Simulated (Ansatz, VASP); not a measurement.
**Two plane-wave programs on Sn**

File INCAR:

```
SYSTEM = Sn
PREC     = Accurate       ! precision mode
ENCUT    = 520            ! plane-wave cutoff, eV
EDIFF    = 1E-7           ! SCF threshold, eV
ISMEAR   = 0              ! smearing method
SIGMA    = 0.15           ! smearing width, eV
LREAL    = .FALSE.        ! projectors in reciprocal space
LASPH    = .TRUE.         ! aspherical terms in the spheres
NELM     = 100            ! most SCF steps
ALGO     = Fast           ! electronic algorithm
ISIF     = 2              ! what is computed and relaxed
LWAVE    = .FALSE.        ! write WAVECAR
LCHARG   = .TRUE.         ! write CHGCAR
GGA      = PS             ! functional
LELF     = .TRUE.         ! ELF
LVHAR    = .TRUE.       
NBANDS   = 21             ! bands
```

Contents of KPOINTS:

```
regular mesh
0
G
  16 16 16
  0 0 0
```

The input POSCAR:

```
Sn
1.0
    0.0000000000      3.1399481086      3.5324416222
    3.1399481086      0.0000000000      3.5324416222
    3.1399481086      3.1399481086      0.0000000000
Sn
2
Direct
    0.5000000000      0.5000000000      0.5000000000
    0.7500000000      0.7500000000      0.7500000000
```

Input for Ansatz:

```yaml
crystal:
  lattice:
    - [0.0, 3.1399481086, 3.5324416222]
    - [3.1399481086, 0.0, 3.5324416222]
    - [3.1399481086, 3.1399481086, 0.0]
  atoms:
    - { symbol: Sn, position: [0.5, 0.5, 0.5] }
    - { symbol: Sn, position: [0.75, 0.75, 0.75] }
basis:
  ecutwfc: 420
kpoints:
  mp_grid: { grid: [16, 16, 16] }
hamiltonian:
  xc: pbesol
scf:
  occupations: { method: gaussian, width: 0.15 }
output:
  forces: true
  stress: true
  eigenvalues: true
  write_density: true
  write_potential: true
  elf: true
  volumetric_format: npy
```

Change from the starting cell: strain -0.040 along x and y, +0.080 along z, atoms carried along.

Alike in both runs: task single point; functional PBEsol; k mesh 16 × 16 × 16; occupations gaussian, width 0.15 eV; no spin polarisation.

|  | VASP | Ansatz |
| --- | --- | --- |
| version | VASP 6.6.1 | Ansatz 0.2.0 |
| potentials or method | VASP PAW PBE potentials, release 64 (Sn_d), cutoff 520 eV | scalar-relativistic, plane waves, PAW |
| valence electrons in the cell | 28 | 28 |

VASP gave:

| Quantity | Value |
| --- | --- |
| gap on the k mesh at the Fermi level (eV) | none |
| pressure (GPa) | 0.0 |
| traceless stress, the component that is largest in VASP (GPa) | -2.80 |

Problem. What did Ansatz give for the same quantities?

Solution. gap on the k mesh at the Fermi level (eV): none; pressure (GPa): 0.1; traceless stress, the component that is largest in VASP (GPa): -2.80.

VASP's potentials were made for PBE, not for PBEsol. A gap of «none» marks a metal or a gap that the smearing closes.
